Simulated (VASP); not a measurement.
Wanted: the native input for a VASP 6.6.1 run.

```
Task                   : single point
Functional             : PBE
Potentials or basis    : VASP PAW PBE potentials, release 64 (Ga_d, P)
Cutoff                 : 520 eV
k mesh                 : 4 × 4 × 4
Occupations            : gaussian, width 0.01 eV
Spin                   : no spin polarisation
Dipole correction      : no
Further INCAR settings : ALGO = Normal; EDIFF = 1e-06; NBANDS = 16
```

The structure of GaP lies in POSCAR:

```
GaP
1.0
    0.0000000000      2.7253992874      2.8071612660
    2.7253992874      0.0000000000      2.8071612660
    2.7253992874      2.7253992874      0.0000000000
Ga P
1 1
Direct
    0.0000000000      0.0000000000      0.0000000000
    0.2500000000      0.2500000000      0.2500000000
```

This cell differs from its parent crystal: uniaxial z strain +3.0%.

One way to write it, as run:

INCAR

```
PREC = Accurate
ENCUT = 520
EDIFF = 1E-6
ISMEAR = 0
SIGMA = 0.01
LREAL = False
LASPH = True
NELM = 80
ALGO = Normal
ISIF = 2
LWAVE = False
LCHARG = False
GGA = PE
NBANDS = 16
```

KPOINTS

```
Automatic mesh
0
Gamma
  4 4 4
```

Potentials or basis: VASP PAW PBE potentials, release 64 (Ga_d, P).

Run with:

```sh
$ cat potpaw_PBE.64/Ga_d/POTCAR potpaw_PBE.64/P/POTCAR > POTCAR
$ mpirun -np 1 vasp_std > vasp.out
```

Results of the run:

| Item | Value |
| --- | --- |
| Pressure | 0.3 GPa |
| Band gap on the k mesh | 1.49 eV, indirect (least direct gap 1.51 eV) |

Caveat: the k points lie up to 0.49 Å⁻¹ apart; the cell differs from its parent crystal (uniaxial z strain +3.0%).

Run time: 13 s on 1 thread of Intel(R) Xeon(R) Platinum 8488C (Sapphire Rapids), with other jobs on the host, peak memory 0.16 GiB.
